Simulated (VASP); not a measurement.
Write the native input for VASP 6.6.1 that does the following.

```yaml
Task: single point
Functional: PBE
Potentials_or_basis: VASP PAW PBE potentials, release 64 (Be, B)
Cutoff: 520 eV
k_mesh: 12 × 12 × 12
Occupations: gaussian, width 0.1 eV
Spin: no spin polarisation
Dipole_correction: no
k_mesh_for_the_DOS: 18 × 18 × 18
Occupations_for_the_DOS: tetrahedron
Further_INCAR_settings: ALGO = Normal; EDIFF = 1e-07
```

BeB5:

```xyz
6
Lattice="1.7430 1.0063 4.1108 -1.7430 1.0063 4.1108 0.0000 -2.0127 4.1108" Properties=species:S:1:pos:R:3 pbc="T T T"
Be    0.0000    0.0000    6.1661
B     0.0000    0.0000    2.6383
B     0.0000    0.0000    9.6939
B     0.0000    1.0063    4.1108
B    -0.8715   -0.5032    4.1108
B     0.8715   -0.5032    4.1108
```

One way to write it, as run:

POSCAR

```
BeB5
1.0
    1.7430468466      1.0063485661      4.1107520156
   -1.7430468466      1.0063485661      4.1107520156
    0.0000000000     -2.0126971321      4.1107520156
Be B
1 5
Direct
    0.5000000000      0.5000000000      0.5000000000
    0.2139370492      0.2139370492      0.2139370492
    0.7860629508      0.7860629508      0.7860629508
    0.5000000000      0.5000000000      0.0000000000
    0.0000000000      0.5000000000      0.5000000000
    0.5000000000      0.0000000000      0.5000000000
```

INCAR.step1

```
PREC = Accurate
ENCUT = 520
EDIFF = 1E-7
ISMEAR = 0
SIGMA = 0.1
LREAL = F
LASPH = T
NELM = 100
ALGO = Normal
ISIF = 2
LWAVE = F
LCHARG = T
GGA = PE
NBANDS = 18
```

KPOINTS.step1

```
Automatic mesh
0
Gamma
  12 12 12
```

INCAR.step2

```
PREC = Accurate
ENCUT = 520
EDIFF = 1E-7
ISMEAR = -5
SIGMA = 0.1
LREAL = F
LASPH = T
NELM = 100
ALGO = Normal
ISIF = 2
LWAVE = F
LCHARG = F
GGA = PE
LORBIT = 10
NEDOS = 2001
ICHARG = 11
```

KPOINTS.step2

```
Automatic mesh
0
Gamma
  18 18 18
```

Potentials or basis: VASP PAW PBE potentials, release 64 (Be, B).

The run is started by

```console
$ cat potpaw_PBE.64/Be/POTCAR potpaw_PBE.64/B/POTCAR > POTCAR
$ cp INCAR.step1 INCAR
$ cp KPOINTS.step1 KPOINTS
$ mpirun -np 1 vasp_std > vasp.out
$ cp INCAR.step2 INCAR
$ cp KPOINTS.step2 KPOINTS
$ mpirun -np 1 vasp_std > vasp.out
```

It gave:

| Item | Value |
| --- | --- |
| Valence electrons inside the program's atomic spheres | Be 1.06; B 1.81, 2.05 (each value once) |

It took 6 min on 1 thread of AMD EPYC 7R13 Processor (Zen 3), with other jobs on the host, peak memory 0.38 GiB.
